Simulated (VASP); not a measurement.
A run of VASP 6.6.1 is set up as follows.

Contents of INCAR:

```
SYSTEM = TaN
ALGO = Normal
EDIFF = 1E-6
EDIFFG = -0.01
ENCUT = 600
GGA = PE
IBRION = 2
ISIF = 3
ISMEAR = 0
LASPH = .TRUE.
LCHARG = .FALSE.
LREAL = .FALSE.
LWAVE = .FALSE.
NELM = 100
NSW = 100
PREC = Accurate
SIGMA = 0.15
```

Contents of KPOINTS:

```
k-points
0
G
  15 15 12
  0 0 0
```

Contents of POSCAR:

```
TaN
1.0
    2.9501846797      0.0000000000      0.0000000000
   -1.4750923398      2.5549348785      0.0000000000
    0.0000000000      0.0000000000      2.8977716014
Ta N
1 1
Direct
    0.3758930663      0.7163877855      0.6296446095
   -0.0425597329     -0.0497211188     -0.1296446095
```

Potentials or basis: VASP PAW PBE potentials, release 64 (Ta_pv, N).

The run is started by

```bash
$ cat potpaw_PBE.64/Ta_pv/POTCAR potpaw_PBE.64/N/POTCAR > POTCAR
$ mpirun -np 1 vasp_std > vasp.out
```

Estimate the space group after relaxing (to 0.05 Å).

P-6m2 (No. 187).

Predict the band gap on the k mesh.

zero (band 8 reaches 8.32 eV, above the bottom of band 9 at 8.02 eV).

What does it give for the relaxed cell?

a = 2.951 Å, b = 2.951 Å, c = 2.900 Å, α = 90.02°, β = 89.98°, γ = 119.98°.

Stress tensor (GPa, compression positive):
```
-0.02 -0.09 -0.10
-0.09 -0.12  0.07
-0.10  0.07 -0.05
```

Caveat: the cell differs from its parent crystal (all Ta atoms moved 0.8 Å in one direction); spin-orbit coupling is left out, which moves the levels of the heavy elements.
